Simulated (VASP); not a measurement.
# ZnO (P6_3/mmc) in VASP: relaxation of cell and atoms with r2SCAN

Aim: the relaxation of cell and atoms of ZnO with r2SCAN.

Program: VASP 6.6.1. These are calculated values, not measurements. Logs are shortened: lines on timing, memory, paths and dates and some standing lists are left out, and cuts for length are marked.

**1. The cell of the first run**

The structure is hexagonal, space group P6_3/mmc (No. 194). The conventional cell has a = 3.250 Å, b = 3.250 Å, c = 5.205 Å, α = 90.00°, β = 90.00°, γ = 120.00°. Zn (site symmetry -6m2) has 3 O at 1.88 Å within 2.5 Å. Within 2.5 Å of O (site symmetry -6m2) lie 3 Zn at 1.88 Å.

**2. Relaxation of cell and atoms, r2SCAN**

POSCAR reads:

```
ZnO
1.0
    3.2500000000      0.0000000000      0.0000000000
   -1.6250000000      2.8145825623      0.0000000000
    0.0000000000      0.0000000000      5.2050000000
Zn O
2 2
Direct
    0.3333333333      0.6666666667      0.0000000000
    0.6666666667      0.3333333333      0.5000000000
    0.3333333333      0.6666666667      0.5000000000
    0.6666666667      0.3333333333      1.0000000000
```

INCAR.step1 reads:

```
ALGO = Normal
EDIFF = 1E-5
EDIFFG = -0.005
ENCUT = 660
GGA = PE
GGA_COMPAT = False
IBRION = 2
ISIF = 3
ISMEAR = 0
LASPH = True
LCHARG = False
LREAL = False
LWAVE = True
NELM = 120
NELMIN = 4
NSW = 100
PREC = Accurate
SIGMA = 0.02
```

INCAR.step2 reads:

```
ALGO = Normal
EDIFF = 1E-7
EDIFFG = -0.002
ENCUT = 660
GGA_COMPAT = False
IBRION = 2
ISIF = 3
ISMEAR = 0
ISTART = 1
LASPH = True
LCHARG = False
LMIXTAU = True
LREAL = False
LWAVE = False
METAGGA = R2SCAN
NELM = 120
NELMIN = 4
NSW = 100
PREC = Accurate
SIGMA = 0.02
```

KPOINTS reads:

```
k-points
0
Gamma
  12 12 8
```

Potentials or basis: VASP PAW PBE potentials, release 64 (Zn, O).

Launch:

```bash
> cat potpaw_PBE.64/Zn/POTCAR potpaw_PBE.64/O/POTCAR > POTCAR
> cp INCAR.step1 INCAR
> mpirun -np 1 vasp_std > vasp.out
> cp INCAR.step2 INCAR
> mpirun -np 1 vasp_std > vasp.out
```

OUTCAR:

```text
EDIFF = 1E-7
   EDIFFG = -0.002
   ENCUT = 660
   IBRION = 2
   ISIF = 3
   ISMEAR = 0
   ISTART = 1
   LASPH = True
   LREAL = False
   METAGGA = R2SCAN
   NELM = 120
   NELMIN = 4
   NSW = 100
   PREC = Accurate

 ion  position               nearest neighbor table
   1  0.333  0.667  0.000-   4 1.88   4 1.88   4 1.88
   2  0.667  0.333  0.500-   3 1.88   3 1.88   3 1.88
   3  0.333  0.667  0.500-   2 1.88   2 1.88   2 1.88
   4  0.667  0.333  0.000-   1 1.88   1 1.88   1 1.88

  LATTYP: Found a hexagonal cell.
 ALAT       =     3.2500000000
 C/A-ratio  =     1.6015384615

  Lattice vectors:

 A1 = (   3.2500000000,   0.0000000000,   0.0000000000)
 A2 = (  -1.6250000000,   2.8145825623,   0.0000000000)
 A3 = (   0.0000000000,   0.0000000000,   5.2050000000)

Analysis of symmetry for initial positions (statically):
=====================================================================
 Subroutine PRICEL returns:
 Original cell was already a primitive cell.

 Routine SETGRP: Setting up the symmetry group for a
 hexagonal supercell.

 Subroutine GETGRP returns: Found 24 space group operations
 (whereof 12 operations were pure point group operations)
 out of a pool of 24 trial point group operations.

The static configuration has the point symmetry D_3h.
 The point group associated with its full space group is D_6h.

Analysis of symmetry for dynamics (positions and initial velocities):
=====================================================================
 Subroutine PRICEL returns:
 Original cell was already a primitive cell.

 Routine SETGRP: Setting up the symmetry group for a
 hexagonal supercell.

 Subroutine GETGRP returns: Found 24 space group operations
 (whereof 12 operations were pure point group operations)
 out of a pool of 24 trial point group operations.

The dynamic configuration has the point symmetry D_3h.
 The point group associated with its full space group is D_6h.

 Subroutine INISYM returns: Found 24 space group operations
 (whereof 12 operations are pure point group operations),
 and found     1 'primitive' translations

----------------------------------------------------------------------------------------

                                     Primitive cell

  volume of cell :      47.6122

  direct lattice vectors                    reciprocal lattice vectors
     3.250000000  0.000000000  0.000000000     0.307692308  0.177646237  0.000000000
    -1.625000000  2.814582562  0.000000000     0.000000000  0.355292473  0.000000000
     0.000000000  0.000000000  5.205000000     0.000000000  0.000000000  0.192122959

  length of vectors
     3.250000000  3.250000000  5.205000000     0.355292473  0.355292473  0.192122959

  position of ions in fractional coordinates (direct lattice)
     0.333333333  0.666666667  0.000000000
     0.666666667  0.333333333  0.500000000
     0.333333333  0.666666667  0.500000000
     0.666666667  0.333333333  0.000000000

  ion indices of the primitive-cell ions
   primitive index   ion index
                 1           1
                 2           2
                 3           3
                 4           4

----------------------------------------------------------------------------------------

 KPOINTS: k-points

Automatic generation of k-mesh.
 Grid dimensions read from file:
 generate k-points for:   12   12    8

 Generating k-lattice:

  Cartesian coordinates                     Fractional coordinates (reciprocal lattice)
     0.025641026  0.014803853  0.000000000     0.083333333  0.000000000  0.000000000
     0.000000000  0.029607706  0.000000000     0.000000000  0.083333333  0.000000000
     0.000000000  0.000000000  0.024015370     0.000000000  0.000000000  0.125000000

  Length of vectors
     0.029607706  0.029607706  0.024015370

  Shift w.r.t. Gamma in fractional coordinates (k-lattice)
     0.000000000  0.000000000  0.000000000

 Subroutine IBZKPT returns following result:
 ===========================================

 Found     95 irreducible k-points:

 Following reciprocal coordinates:
            Coordinates               Weight
  0.000000  0.000000  0.000000      1.000000
  0.083333  0.000000  0.000000      6.000000
  0.166667  0.000000  0.000000      6.000000
  0.250000  0.000000  0.000000      6.000000
  0.333333  0.000000  0.000000      6.000000
  0.416667  0.000000  0.000000      6.000000
[... 16 lines left out ...]
  0.250000  0.000000  0.125000     12.000000
  0.333333  0.000000  0.125000     12.000000
 [... further k-points ...]
   k-points           NKPTS =     95   k-points in BZ     NKDIM =     95   number of bands    NBANDS=     22
   number of dos      NEDOS =    301   number of ions     NIONS =      4
   total plane-waves  NPLWV =  37632
   dimension x,y,z NGX =    28 NGY =   28 NGZ =   48
   dimension x,y,z NGXF=    56 NGYF=   56 NGZF=   96
   ions per type =               2   2
   NGX,Y,Z   is equivalent  to a cutoff of  14.32, 14.32, 15.33 a.u.
   NGXF,Y,Z  is equivalent  to a cutoff of  28.65, 28.65, 30.66 a.u.
 SYSTEM =  unknown system
   PREC   = accura    normal or accurate (medium, high low for compatibility)
   ISTART =      1    job   : 0-new  1-cont  2-samecut
   ICHARG =      0    charge: 1-file 2-atom 10-const
   ISPIN  =      1    spin polarized calculation?
   LNONCOLLINEAR =      F non collinear calculations
   LSORBIT =      F    spin-orbit coupling
   LASPH  =      T    aspherical Exc in radial PAW
   ENCUT  =  660.0 eV  48.51 Ry    6.96 a.u.   6.81  6.81 10.90*2*pi/ulx,y,z
   NELM   =    120;   NELMIN=  4; NELMDL=  0     # of ELM steps
   EDIFF  = 0.1E-06   stopping-criterion for ELM
   LREAL  =      F    real-space projection
   EDIFFG = -.2E-02   stopping-criterion for IOM
   NSW    =    100    number of steps for IOM
   IBRION =      2    ionic relax: 0-MD 1-quasi-New 2-CG
   NFREE  =      1    steps in history (QN), initial steepest desc. (CG)
   ISIF   =      3    stress and relaxation
   ISYM   =      2    0-nonsym 1-usesym 2-fastsym
   POTIM  = 0.5000    time-step for ionic-motion
   TEBEG  =    0.0;   TEEND  =   0.0 temperature during run
   PSTRESS=    0.0 pullay stress
   NELECT =      36.0000    total number of electrons
   NUPDOWN=      -1.0000    fix difference up-down
   EMIN   =  10.00;   EMAX   =-10.00  energy-range for DOS
   EFERMI =   0.00;   METHOD = LEGACY
   ISMEAR =     0;   SIGMA  =   0.02  broadening in eV -4-tet -1-fermi 0-gaus
   EFERMI_NEDOS =   21; number of points for ismear=-14 and -15
   IALGO  =     38    algorithm
   IMIX   =      4    mixing-type and parameters
     AMIX     =   0.40;   BMIX     =  1.00
     AMIX_MAG =   1.60;   BMIX_MAG =  1.00
  volume/ion in A,a.u.               =      11.90        80.33
  Fermi-wavevector in a.u.,A,eV,Ry     =   1.491430  2.818395 30.264315  2.224364
  Thomas-Fermi vector in A             =   2.604086
   LORBIT       =      0    0 simple, 1 ext, 2 COOP (PROOUT), +10 PAW based schemes
   METAGGA = R2SCAN    functional components
   LHFCALC =     F    Hartree Fock is set to
   AEXX    =    0.0000 exact exchange contribution
   IVDW    =     0    specifies the selected vdW correction
   LEPSILON=     F    determine dielectric tensor
   LRPA    =     F    only Hartree local field effects (RPA)
 conjugate gradient relaxation of ions
 non-spin polarized calculation
 Gauss-broadening in eV      SIGMA  =   0.02
  energy-cutoff  :      660.00
  volume of cell :       47.61
 maximum number of plane-waves:      1854
 NGX is ok and might be reduce to    28
   NGX = 13   NGY = 13   NGZ = 21

--------------------------------------- Ionic step        1  -------------------------------------------

 number of electron      36.0000005 magnetization

 Free energy of the ion-electron system (eV)
  ---------------------------------------------------
  ext. energy  EPLUGINS =         0.00000000
  ---------------------------------------------------
  free energy    TOTEN  =       -35.79696210 eV

  energy without entropy =      -35.79696210  energy(sigma->0) =      -35.79696210

------------------------ aborting loop because EDIFF is reached ----------------------------------------

  FORCE on cell =-STRESS in cart. coord.  units (eV):
  Direction    XX          YY          ZZ          XY          YZ          ZX
  --------------------------------------------------------------------------------------
  -------------------------------------------------------------------------------------
  Total        3.5863614      3.5863614     -1.4913650      0.0000000     -0.0000000      0.0000000
  in kB      120.6831252    120.6831252    -50.1852920      0.0000000     -0.0000000      0.0000000
  external PRESSURE =      63.7269861 kB  Pullay stress =       0.0000000 kB
[... 95 lines left out ...]
  FREE ENERGIE OF THE ION-ELECTRON SYSTEM (eV)
  ---------------------------------------------------
  free  energy   TOTEN  =       -35.8967090584 eV

  energy  without entropy=      -35.8967090584  energy(sigma->0) =      -35.89670906

[... ionic steps 4 to 13 ...]

--------------------------------------- Ionic step       14  -------------------------------------------

 number of electron      36.0000007 magnetization

------------------------ aborting loop because EDIFF is reached ----------------------------------------

  FORCE on cell =-STRESS in cart. coord.  units (eV):
  Direction    XX          YY          ZZ          XY          YZ          ZX
  --------------------------------------------------------------------------------------
  -------------------------------------------------------------------------------------
  Total        0.0145371      0.0145371      0.0032490     -0.0000000      0.0000000     -0.0000000
  in kB        0.5118058      0.5118058      0.1143869     -0.0000000      0.0000000     -0.0000000
  external PRESSURE =       0.3793328 kB  Pullay stress =       0.0000000 kB
[... 61 lines left out ...]
  energy  without entropy=      -36.0888088081  energy(sigma->0) =      -36.08880881

--------------------------------------- Ionic step       16  -------------------------------------------

 number of electron      36.0000007 magnetization

 Free energy of the ion-electron system (eV)
  ---------------------------------------------------
  ext. energy  EPLUGINS =         0.00000000
  ---------------------------------------------------
  free energy    TOTEN  =       -36.08879410 eV

  energy without entropy =      -36.08879410  energy(sigma->0) =      -36.08879410

 E-fermi :   1.1705     XC(G=0): -11.9454

 val. band max:        1.0574006239   @ k =   0.3333   0.3333   0.5000
 cond. band min:       2.5240779643   @ k =   0.0000   0.0000   0.0000
 fundamental gap:      1.4666773404
 Fermi energy:         1.1704664839

 k-point     1 :       0.0000    0.0000    0.0000
  band No.  band energies     occupation
      1     -18.0037      2.00000
      2     -16.8637      2.00000
      3      -4.8002      2.00000
      4      -4.8002      2.00000
      5      -4.6798      2.00000
      6      -4.6798      2.00000
[... 574 lines left out ...]
      6      -4.2591      2.00000
[... 14 lines left out ...]
     21      10.0622      0.00000
     22      10.9277      0.00000

 [... further k-points ...]

------------------------ aborting loop because EDIFF is reached ----------------------------------------

  FORCE on cell =-STRESS in cart. coord.  units (eV):
  Direction    XX          YY          ZZ          XY          YZ          ZX
  --------------------------------------------------------------------------------------
  -------------------------------------------------------------------------------------
  Total       -0.0037947     -0.0037947     -0.0034724      0.0000000      0.0000000      0.0000000
  in kB       -0.1335688     -0.1335688     -0.1222240      0.0000000      0.0000000      0.0000000
  external PRESSURE =      -0.1297872 kB  Pullay stress =       0.0000000 kB
[... 19 lines left out ...]
  FREE ENERGIE OF THE ION-ELECTRON SYSTEM (eV)
  ---------------------------------------------------
  free  energy   TOTEN  =       -36.0887941008 eV

  energy  without entropy=      -36.0887941008  energy(sigma->0) =      -36.08879410

 reached required accuracy - stopping structural energy minimisation
```

It took 56 min on 1 thread of Intel Xeon 6975P-C (Granite Rapids), shared host; peak memory 0.3 GiB.

Results:

| Property | Result |
| --- | --- |
| Free energy | -36.0888 eV |
| Relaxed volume | 11.38 Å³/atom |
| Relaxed cell | a = 3.422 Å, b = 3.422 Å, c = 4.488 Å, α = 90.00°, β = 90.00°, γ = 120.00° |
| Space group after relaxing (to 0.1 Å) | P6_3/mmc (No. 194) |
| Energy gained by relaxing | 73.0 meV/atom |
| Ionic steps | 16 |
| Pressure after relaxing | 0.0 GPa |
| Band gap on the k mesh | 1.47 eV (least direct gap 1.50 eV) |

Step by step:
```
step  energy change (eV)  largest force (eV/Å)  pressure (GPa)  volume (Å³)
   1              0.0000                0.0000            6.37        47.61
   2             -0.0708                0.0000           -8.26        50.89
   3             -0.0997                0.0000           -3.64        49.67
   4             -0.1680                0.0000           -2.92        48.47
   5             -0.2820                0.0000            3.21        44.77
   6             -0.2823                0.0000            2.28        45.12
   7             -0.2826                0.0000            2.64        44.98
   8             -0.2863                0.0000           -1.24        45.77
   9             -0.2918                0.0000            0.34        45.41
  10             -0.2918                0.0000            0.21        45.44
  11             -0.2918                0.0000            0.26        45.43
  12             -0.2918                0.0000           -0.07        45.54
  13             -0.2919                0.0000            0.14        45.47
  14             -0.2918                0.0000            0.04        45.51
  15             -0.2918                0.0000            0.03        45.51
  16             -0.2918                0.0000           -0.01        45.52
```

Final structure:
```
Zn O
1.0
     3.42224    0.00000    0.00000
    -1.71112    2.96375    0.00000
     0.00000    0.00000    4.48779
Zn O
2 2
Direct
  0.33333 0.66667 0.00000
  0.66667 0.33333 0.50000
  0.33333 0.66667 0.50000
  0.66667 0.33333 0.00000
```

Levels at points of the mesh, in eV from the valence-band top:
| k point | band 15 | band 16 | band 17 | band 18 | band 19 | band 20 | band 21 | band 22 |
| --- | --- | --- | --- | --- | --- | --- | --- | --- |
| (0.00, 0.00, 0.00) | -0.77 | -0.77 | -0.03 | -0.03 | 1.47 | 5.61 | 10.67 | 12.22 |
| (0.50, 0.00, 0.00) | -2.64 | -2.51 | -1.50 | -1.31 | 6.56 | 7.01 | 8.64 | 10.13 |
| (0.00, 0.00, 0.50) | -0.34 | -0.34 | -0.34 | -0.34 | 4.84 | 4.84 | 12.35 | 12.35 |
| (0.50, 0.00, 0.50) | -1.87 | -1.87 | -0.34 | -0.34 | 6.71 | 6.71 | 9.56 | 9.56 |

Caveat: the PAW data sets were made with another functional, which shifts forces and pressure a little.
